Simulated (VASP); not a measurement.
A run of VASP 6.6.1:

The input INCAR:

```
PREC     = Accurate       # precision mode
ENCUT    = 350            # plane-wave cutoff, eV
EDIFF    = 1E-5           # SCF threshold, eV
ISMEAR   = 0              # smearing method
SIGMA    = 0.03           # smearing width, eV
LREAL    = Auto         
LASPH    = T              # aspherical terms in the spheres
NELM     = 120            # most SCF steps
ALGO     = Normal         # electronic algorithm
ISIF     = 2              # what is computed and relaxed
LWAVE    = F              # write WAVECAR
LCHARG   = F              # write CHGCAR
ISPIN    = 2              # spin polarisation
MAGMOM   = 0 0 0 0 0 0 0 0 0 0 0 0.17 0.17 0.17 0 0 0 0 0 0.17 0.17 0.17 0 # initial moments
LORBIT   = 11             # projections on sites
LMAXMIX  = 4              # l up to which the mixer works
GGA      = PS             # functional
NELECT   = 195.0        
ISYM     = 0            
KPAR     = 4
```

Contents of KPOINTS:

```
regular mesh
0
Gamma
  3 3 2
```

The input POSCAR:

```
W7S16                                   
1.0
    6.3064000000      0.0000000000      0.0000000000
   -3.1532000000      5.4615026064      0.0000000000
    0.0000000000      0.0000000000     12.3230000000
  W               S             
     7    16
Direct
     0.1820632679083213    0.8424451043524656    0.2500878015719276
     0.6566307932136140    0.3263343520306722    0.2486778753695550
     0.6566835742250469    0.8343581491562932    0.2517936619324169
     0.3332845257642703    0.1673375626145366    0.7499859640855825
     0.3331791046172321    0.6675693297302623    0.7505395163851368
     0.8335171168091846    0.1675112127821748    0.7502176304099311
     0.8335321268502158    0.6676031752190784    0.7502321025942920
     0.1668636678779216    0.3345185965962717    0.6229777249870081
     0.1667871260892977    0.8336341472712920    0.6228018139517127
     0.6672744403186786    0.3344469779881385    0.6230914968442393
     0.6660264179500385    0.8338665731755198    0.6228298810829455
     0.3102335952468509    0.1965051481446064    0.1405814411913144
     0.3588115919784943    0.7187117332628959    0.1103317904008907
     0.8336024721660196    0.1832668182590987    0.1282664618762918
     0.8388157193064252    0.6753182428968406    0.1271657545192211
     0.1667423909899786    0.3339649032642233    0.8774862746056665
     0.1666382545155524    0.8348690088792784    0.8776230154694372
     0.6662129815801491    0.3336682319223713    0.8776822647041812
     0.6671327329553297    0.8344213824363761    0.8773980422677784
     0.3550353900481163    0.1437892594372022    0.3889062807003747
     0.3080248206423782    0.6141269828625124    0.3582295546126072
     0.8250773693698695    0.1507252162672973    0.3745644133854196
     0.8389425195770047    0.6670978914505983    0.3731222370520626
```

Potentials or basis: VASP PAW PBE potentials, release 64 (W_sv, S).

Command:

```bash
$ cat potpaw_PBE.64/W_sv/POTCAR potpaw_PBE.64/S/POTCAR > POTCAR
$ mpirun -np 4 vasp_std > vasp.out
```

Hardware: 4 MPI ranks on Intel(R) Xeon(R) Platinum 8488C (Sapphire Rapids), on a shared host.

Q: How long does it take, and how much memory?

A: It took 7.7 min on 4 MPI ranks on Intel(R) Xeon(R) Platinum 8488C (Sapphire Rapids) (shared host), peak memory 0.65 GiB a rank. Counts: scf iterations 16, k points 10.
